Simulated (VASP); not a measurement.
# Al (Fm-3m) in VASP: a series of runs

The runs below take Al through single point, with RPBE+D4, RPBE+D3(BJ).

Everything below comes from runs of VASP 6.6.1. Logs are shortened: lines on timing, memory, paths and dates and some standing lists are left out, and cuts for length are marked.

## 1. The cell of the first run

The structure is cubic, space group Fm-3m (No. 225). Conventional cell: a = 3.967 Å, b = 3.967 Å, c = 3.967 Å, α = 90.00°, β = 90.00°, γ = 90.00°. Within 3.7 Å of Al (site symmetry m-3m) lie 12 Al at 2.81 Å.

## 2. Single point, RPBE+D4

INCAR

```
  ALGO = Normal
  EDIFF = 1E-6
  ENCUT = 520
  GGA = RP
  ISIF = 2
  ISMEAR = -1
  IVDW = 13
  LASPH = True
  LCHARG = True
  LELF = True
  LREAL = False
  LVHAR = True
  LWAVE = False
  NBANDS = 8
  NELM = 60
  PREC = Accurate
  SIGMA = 0.05
```

KPOINTS

```
k-points
0
Gamma
  11 11 11
```

POSCAR

```
Al
1.0
    0.0000000000      1.9834914931      1.9834914931
    1.9834914931      0.0000000000      1.9834914931
    1.9834914931      1.9834914931      0.0000000000
Al
1
Direct
    0.0000000000      0.0000000000      0.0000000000
```

Potentials or basis: VASP PAW PBE potentials, release 64 (Al).

Run with:

```bash
> cat potpaw_PBE.64/Al/POTCAR > POTCAR
> mpirun -np 1 vasp_std > vasp.out
```

OUTCAR:

```text
EDIFF = 1E-6
   ENCUT = 520
   GGA = RP
   ISIF = 2
   ISMEAR = -1
   IVDW = 13
   LASPH = True
   LREAL = False
   NELM = 60
   PREC = Accurate

 ion  position               nearest neighbor table
   1  0.000  0.000  0.000-

  LATTYP: Found a face centered cubic cell.
 ALAT       =     3.9669829862

  Lattice vectors:

 A1 = (   0.0000000000,   1.9834914931,   1.9834914931)
 A2 = (   1.9834914931,   0.0000000000,   1.9834914931)
 A3 = (   1.9834914931,   1.9834914931,   0.0000000000)

Analysis of symmetry for initial positions (statically):
=====================================================================
 Subroutine PRICEL returns:
 Original cell was already a primitive cell.

 Routine SETGRP: Setting up the symmetry group for a
 face centered cubic supercell.

 Subroutine GETGRP returns: Found 48 space group operations
 (whereof 48 operations were pure point group operations)
 out of a pool of 48 trial point group operations.

The static configuration has the point symmetry O_h .

Analysis of symmetry for dynamics (positions and initial velocities):
=====================================================================
 Subroutine PRICEL returns:
 Original cell was already a primitive cell.

 Routine SETGRP: Setting up the symmetry group for a
 face centered cubic supercell.

 Subroutine GETGRP returns: Found 48 space group operations
 (whereof 48 operations were pure point group operations)
 out of a pool of 48 trial point group operations.

The dynamic configuration has the point symmetry O_h .

 Subroutine INISYM returns: Found 48 space group operations
 (whereof 48 operations are pure point group operations),
 and found     1 'primitive' translations

----------------------------------------------------------------------------------------

                                     Primitive cell

  volume of cell :      15.6071

  direct lattice vectors                    reciprocal lattice vectors
     0.000000000  1.983491493  1.983491493    -0.252080738  0.252080738  0.252080738
     1.983491493  0.000000000  1.983491493     0.252080738 -0.252080738  0.252080738
     1.983491493  1.983491493  0.000000000     0.252080738  0.252080738 -0.252080738

  length of vectors
     2.805080570  2.805080570  2.805080570     0.436616646  0.436616646  0.436616646

  position of ions in fractional coordinates (direct lattice)
     0.000000000  0.000000000  0.000000000

  ion indices of the primitive-cell ions
   primitive index   ion index
                 1           1

----------------------------------------------------------------------------------------

 KPOINTS: k-points

Automatic generation of k-mesh.
 Grid dimensions read from file:
 generate k-points for:   11   11   11

 Generating k-lattice:

  Cartesian coordinates                     Fractional coordinates (reciprocal lattice)
    -0.022916431  0.022916431  0.022916431     0.090909091  0.000000000  0.000000000
     0.022916431 -0.022916431  0.022916431     0.000000000  0.090909091  0.000000000
     0.022916431  0.022916431 -0.022916431     0.000000000  0.000000000  0.090909091

  Length of vectors
     0.039692422  0.039692422  0.039692422

  Shift w.r.t. Gamma in fractional coordinates (k-lattice)
     0.000000000  0.000000000  0.000000000

 Subroutine IBZKPT returns following result:
 ===========================================

 Found     56 irreducible k-points:

 Following reciprocal coordinates:
            Coordinates               Weight
  0.000000  0.000000  0.000000      1.000000
  0.090909  0.000000  0.000000      8.000000
  0.181818  0.000000  0.000000      8.000000
  0.272727  0.000000  0.000000      8.000000
  0.363636  0.000000  0.000000      8.000000
  0.454545  0.000000  0.000000      8.000000
[... 16 lines left out ...]
 -0.272727  0.181818  0.000000     24.000000
 -0.181818  0.181818  0.000000     12.000000
 [... further k-points ...]
   k-points           NKPTS =     56   k-points in BZ     NKDIM =     56   number of bands    NBANDS=      8
   number of dos      NEDOS =    301   number of ions     NIONS =      1
   total plane-waves  NPLWV =  13824
   dimension x,y,z NGX =    24 NGY =   24 NGZ =   24
   dimension x,y,z NGXF=    48 NGYF=   48 NGZF=   48
   ions per type =               1
   NGX,Y,Z   is equivalent  to a cutoff of  14.22, 14.22, 14.22 a.u.
   NGXF,Y,Z  is equivalent  to a cutoff of  28.45, 28.45, 28.45 a.u.
 SYSTEM =  unknown system
   PREC   = accura    normal or accurate (medium, high low for compatibility)
   ISTART =      0    job   : 0-new  1-cont  2-samecut
   ICHARG =      2    charge: 1-file 2-atom 10-const
   ISPIN  =      1    spin polarized calculation?
   LNONCOLLINEAR =      F non collinear calculations
   LSORBIT =      F    spin-orbit coupling
   LASPH  =      T    aspherical Exc in radial PAW
   ENCUT  =  520.0 eV  38.22 Ry    6.18 a.u.   5.22  5.22  5.22*2*pi/ulx,y,z
   NELM   =     60;   NELMIN=  2; NELMDL= -5     # of ELM steps
[... 117 lines left out ...]
      6      21.0547      0.00000
      7      23.9568      0.00000
      8      25.0461      0.00000

 k-point     7 :       0.0909    0.0909    0.0000
  band No.  band energies     occupation
      1      -2.5291      2.00000
      2      19.8066      0.00000
      3      19.8066      0.00000
      4      19.8969      0.00000
      5      22.9445      0.00000
      6      25.6063      0.00000
      7      25.9102      0.00000
      8      25.9102      0.00000

 k-point     8 :       0.1818    0.0909    0.0000
  band No.  band energies     occupation
      1      -1.9871      2.00000
      2      16.2874      0.00000
      3      18.8713      0.00000
      4      20.1560      0.00000
      5      23.2978      0.00000
      6      23.4568      0.00000
      7      26.1915      0.00000
      8      27.3802      0.00000

 k-point     9 :       0.2727    0.0909    0.0000
  band No.  band energies     occupation
      1      -0.9865      2.00000
      2      12.6987      0.00000
      3      18.3070      0.00000
      4      19.8247      0.00000
      5      21.3180      0.00000
      6      25.3243      0.00000
      7      26.0299      0.00000
      8      26.2116      0.00000

 k-point    10 :       0.3636    0.0909    0.0000
  band No.  band energies     occupation
      1       0.4624      2.00000
      2       9.3875      0.00000
      3      18.1259      0.00000
      4      19.3447      0.00000
      5      20.0135      0.00000
      6      24.6863      0.00000
      7      25.8803      0.00000
      8      27.4793      0.00000
[... 78 lines left out ...]
 k-point    18 :       0.2727    0.1818    0.0000
  band No.  band energies     occupation
      1      -0.7568      2.00000
      2      14.3246      0.00000
      3      17.0585      0.00000
      4      18.1537      0.00000
      5      18.7429      0.00000
      6      21.9670      0.00000
      7      28.9835      0.00000
      8      29.8083      0.00000

 k-point    19 :       0.3636    0.1818    0.0000
  band No.  band energies     occupation
      1       0.5378      2.00000
      2      10.9862      0.00000
      3      16.6230      0.00000
      4      16.7398      0.00000
      5      18.4515      0.00000
      6      24.0806      0.00000
      7      27.5690      0.00000
      8      29.8443      0.00000

 k-point    20 :       0.4545    0.1818    0.0000
  band No.  band energies     occupation
      1       2.2676      2.00000
      2       7.9402      2.00000
      3      15.2025      0.00000
      4      16.8135      0.00000
      5      18.6011      0.00000
      6      26.2911      0.00000
      7      26.7119      0.00000
      8      29.6658      0.00000

 k-point    21 :      -0.4545    0.1818    0.0000
  band No.  band energies     occupation
      1       4.3753      2.00000
      2       5.2982      2.00000
      3      14.1755      0.00000
      4      17.2815      0.00000
      5      19.1436      0.00000
      6      25.3306      0.00000
      7      28.0231      0.00000
      8      30.3196      0.00000

 k-point    22 :      -0.3636    0.1818    0.0000
  band No.  band energies     occupation
      1       2.9385      2.00000
      2       6.9887      2.00000
      3      13.5748      0.00000
      4      18.1460      0.00000
      5      20.0971      0.00000
      6      24.7245      0.00000
      7      27.5206      0.00000
      8      30.4994      0.00000

 k-point    23 :      -0.2727    0.1818    0.0000
  band No.  band energies     occupation
      1       1.0675      2.00000
      2       9.8578      0.00000
      3      13.4534      0.00000
      4      19.4077      0.00000
      5      21.4421      0.00000
      6      24.4445      0.00000
      7      27.0538      0.00000
      8      27.5853      0.00000

 k-point    24 :      -0.1818    0.1818    0.0000
  band No.  band energies     occupation
      1      -0.3745      2.00000
      2      12.5845      0.00000
      3      14.2544      0.00000
      4      21.0599      0.00000
      5      23.1195      0.00000
      6      24.0129      0.00000
      7      25.5287      0.00000
      8      26.4168      0.00000

 [... further k-points ...]

------------------------ aborting loop because EDIFF is reached ----------------------------------------

  DFT-D4 for vdW energy calculation

  Edisp (eV):   -0.69417

  FORCE on cell =-STRESS in cart. coord.  units (eV):
  Direction    XX          YY          ZZ          XY          YZ          ZX
  --------------------------------------------------------------------------------------
  -------------------------------------------------------------------------------------
  Total      -0.02340    -0.02340    -0.02340    -0.00000    -0.00000    -0.00000
  in kB      -2.40266    -2.40266    -2.40266    -0.00000    -0.00000    -0.00000
  external pressure =       -2.40 kB  Pullay stress =        0.00 kB

 VOLUME and BASIS-vectors are now :
 -----------------------------------------------------------------------------
  energy-cutoff  :      520.00
  volume of cell :       15.61
      direct lattice vectors                 reciprocal lattice vectors
     0.000000000  1.983491493  1.983491493    -0.252080738  0.252080738  0.252080738
     1.983491493  0.000000000  1.983491493     0.252080738 -0.252080738  0.252080738
     1.983491493  1.983491493  0.000000000     0.252080738  0.252080738 -0.252080738

 POSITION                                       TOTAL-FORCE (eV/Angst)
 -----------------------------------------------------------------------------------
      0.00000      0.00000      0.00000         0.000000      0.000000      0.000000
 -----------------------------------------------------------------------------------
    total drift:                               -0.000000      0.000000     -0.000000

  FREE ENERGIE OF THE ION-ELECTRON SYSTEM (eV)
  ---------------------------------------------------
  free  energy   TOTEN  =        -4.1893425214 eV

  energy  without entropy=       -4.1854232279  energy(sigma->0) =       -4.18738287
```

Wall time 11 s (1 thread of Intel Xeon Platinum 8375C at 2.90GHz (Ice Lake), shared host); peak memory 0.13 GiB.

What came out:

```yaml
Free_energy: -4.1893 eV
Pressure: -0.2 GPa
Dispersion_energy_per_atom: -0.694 eV
```

Caveat: the PAW data sets were made with another functional, which shifts forces and pressure a little; pairwise dispersion overbinds metals, which lowers pressure and volume.

## 3. Single point, RPBE+D3(BJ)

INCAR

```
ALGO = Fast
EDIFF = 1E-7
ENCUT = 520
GGA = RP
ISIF = 2
ISMEAR = -5
IVDW = 12
LASPH = T
LCHARG = F
LREAL = F
LWAVE = F
NBANDS = 8
NELM = 80
PREC = Accurate
SIGMA = 0.05
```

KPOINTS is that of step 2.

POSCAR

```
Al
1.0
    0.0000000000      1.9834708509      1.9834708509
    1.9834708509      0.0000000000      1.9834708509
    1.9834708509      1.9834708509      0.0000000000
Al
1
Direct
    0.0000000000      0.0000000000      0.0000000000
```

Potentials or basis: VASP PAW PBE potentials, release 64 (Al).

Run with:

```bash
> cat potpaw_PBE.64/Al/POTCAR > POTCAR
> mpirun -np 1 vasp_std > vasp.out
```

Wall time 11 s (1 thread of Intel Xeon Platinum 8375C at 2.90GHz (Ice Lake), shared host); peak memory 0.14 GiB.

Results (log left out):

| Property | Result |
| --- | --- |
| Free energy | -5.3784 eV |
| Pressure | -15.9 GPa |
| Dispersion energy per atom | -1.891 eV |

Levels at points of the mesh, in eV from the Fermi level:
```tsv
k point	band 1	band 2	band 3	band 4	band 5	band 6
(0.00, 0.00, 0.00)	-11.57	12.87	12.87	12.87	14.93	14.93
```

Caveat: the PAW data sets were made with another functional, which shifts forces and pressure a little; pairwise dispersion overbinds metals, which lowers pressure and volume; tetrahedron occupations give inexact forces and stress in metals.

## 4. Single point, RPBE+D3(BJ) (volume scaled by 0.96)

INCAR

```
SYSTEM = Al
ALGO = Normal
EDIFF = 1E-7
ENCUT = 520
GGA = RP
ISIF = 2
ISMEAR = -5
IVDW = 12
LASPH = .True.
LCHARG = .False.
LREAL = .False.
LWAVE = .False.
NBANDS = 8
NELM = 60
PREC = Accurate
SIGMA = 0.05
```

KPOINTS

```
k-points
0
Gamma
  11 11 11
  0 0 0
```

POSCAR

```
Al
1.0
    0.0000000000      1.9974394157      1.9974394157
    1.9974394157      0.0000000000      1.9974394157
    1.9974394157      1.9974394157      0.0000000000
Al
1
Direct
    0.0000000000      0.0000000000      0.0000000000
```

Run with:

```bash
> cat potpaw_PBE.64/Al/POTCAR > POTCAR
> mpirun -np 1 vasp_std > vasp.out
```

Run time: 12 s. Hardware: 1 thread of Intel Xeon Platinum 8375C at 2.90GHz (Ice Lake), shared host; peak memory 0.14 GiB.

It converged, with:

```
Free energy                : -5.3444 eV
Pressure                   : -17.4 GPa
Dispersion energy per atom : -1.846 eV
```

Levels at points of the mesh, in eV from the Fermi level:
| k point | band 1 | band 2 | band 3 | band 4 | band 5 |
| --- | --- | --- | --- | --- | --- |
| (0.00, 0.00, 0.00) | -11.42 | 12.75 | 12.75 | 12.75 | 14.64 |

Caveat: the cell differs from its parent crystal (volume scaled by 0.96); the PAW data sets were made with another functional, which shifts forces and pressure a little; pairwise dispersion overbinds metals, which lowers pressure and volume; tetrahedron occupations give inexact forces and stress in metals.

## 5. Single point, RPBE+D3(BJ) (volume scaled by 0.98)

INCAR

```
PREC = Accurate
ENCUT = 520
EDIFF = 1E-6
ISMEAR = -5
SIGMA = 0.05
LREAL = False
LASPH = True
NELM = 60
ALGO = Normal
ISIF = 2
LWAVE = False
LCHARG = False
GGA = RP
IVDW = 12
NBANDS = 8
```

KPOINTS

```
regular mesh
0
Gamma
  11 11 11
```

POSCAR

```
Al
1.0
    0.0000000000      2.0112152952      2.0112152952
    2.0112152952      0.0000000000      2.0112152952
    2.0112152952      2.0112152952      0.0000000000
Al
1
Direct
    0.0000000000      0.0000000000      0.0000000000
```

Run with:

```bash
> cat potpaw_PBE.64/Al/POTCAR > POTCAR
> mpirun -np 1 vasp_std > vasp.out
```

Wall time 8.8 s (1 thread of Intel Xeon Platinum 8375C at 2.90GHz (Ice Lake), shared host); peak memory 0.14 GiB.

The run converged. Its results:

| Property | Result |
| --- | --- |
| Free energy | -5.3075 eV |
| Pressure | -18.7 GPa |
| Dispersion energy per atom | -1.803 eV |

Levels at points of the mesh, in eV from the Fermi level:
```
           k point  band 1  band 2  band 3  band 4
(0.00, 0.00, 0.00)  -11.28   12.63   12.63   12.63
```

Caveat: the cell differs from its parent crystal (volume scaled by 0.98); the PAW data sets were made with another functional, which shifts forces and pressure a little; pairwise dispersion overbinds metals, which lowers pressure and volume; tetrahedron occupations give inexact forces and stress in metals.

## 6. Single point, RPBE+D3(BJ)

This run uses another cell than the first one, of 16.60 Å³/atom, 1.064 times its volume.

INCAR

```
SYSTEM = Al
ALGO = Normal ; EDIFF = 1E-6
ENCUT = 520 ; GGA = RP
ISIF = 2 ; ISMEAR = -5
IVDW = 12 ; LASPH = .TRUE.
LCHARG = .FALSE. ; LREAL = .FALSE.
LWAVE = .FALSE. ; NBANDS = 8
NELM = 80 ; PREC = Accurate
SIGMA = 0.05
```

KPOINTS

```
k-points
0
G
  11 11 11
  0 0 0
```

POSCAR

```
Al
1.0
    0.0000000000      2.0248050000      2.0248050000
    2.0248050000      0.0000000000      2.0248050000
    2.0248050000      2.0248050000      0.0000000000
Al
1
Direct
    0.0000000000      0.0000000000      0.0000000000
```

Potentials or basis: VASP PAW PBE potentials, release 64 (Al).

Run with:

```bash
> cat potpaw_PBE.64/Al/POTCAR > POTCAR
> mpirun -np 1 vasp_std > vasp.out
```

It took 5.9 s on 1 thread of Intel Xeon Platinum 8375C at 2.90GHz (Ice Lake), shared host; peak memory 0.14 GiB.

Results (log left out):

```
Free energy                : -5.2682 eV
Pressure                   : -19.8 GPa
Dispersion energy per atom : -1.760 eV
```

Levels at points of the mesh, in eV from the Fermi level:
```csv
k point,band 1,band 2,band 3,band 4,band 5
"(0.00, 0.00, 0.00)",-11.15,12.51,12.51,12.51,14.08
```

Caveat: the PAW data sets were made with another functional, which shifts forces and pressure a little; pairwise dispersion overbinds metals, which lowers pressure and volume; tetrahedron occupations give inexact forces and stress in metals.

## 7. The runs side by side

| level | cell | smearing | gap on the mesh (eV) | pressure (GPa) |
| --- | --- | --- | --- | --- |
| RPBE+D4 | a = 2.805 Å, angles 60.0°, 1 atom | fermi-dirac 0.05 eV | none | -0.2 |
| RPBE+D3(BJ) | a = 2.805 Å, angles 60.0°, 1 atom | tetrahedron | none | -15.9 |
| RPBE+D3(BJ) | a = 2.825 Å, angles 60.0°, 1 atom | tetrahedron | none | -17.4 |
| RPBE+D3(BJ) | a = 2.844 Å, angles 60.0°, 1 atom | tetrahedron | none | -18.7 |
| RPBE+D3(BJ) | a = 2.864 Å, angles 60.0°, 1 atom | tetrahedron | none | -19.8 |

Alike in all rows: task single point; potentials or basis VASP PAW PBE potentials, release 64 (Al); no spin polarisation; k mesh 11 × 11 × 11; cutoff (eV) 520.

Caveats: the PAW data sets were made with another functional, which shifts forces and pressure a little; pairwise dispersion overbinds metals, which lowers pressure and volume; tetrahedron occupations give inexact forces and stress in metals (some runs).

Absolute energies hang on the potentials; compare differences alone.
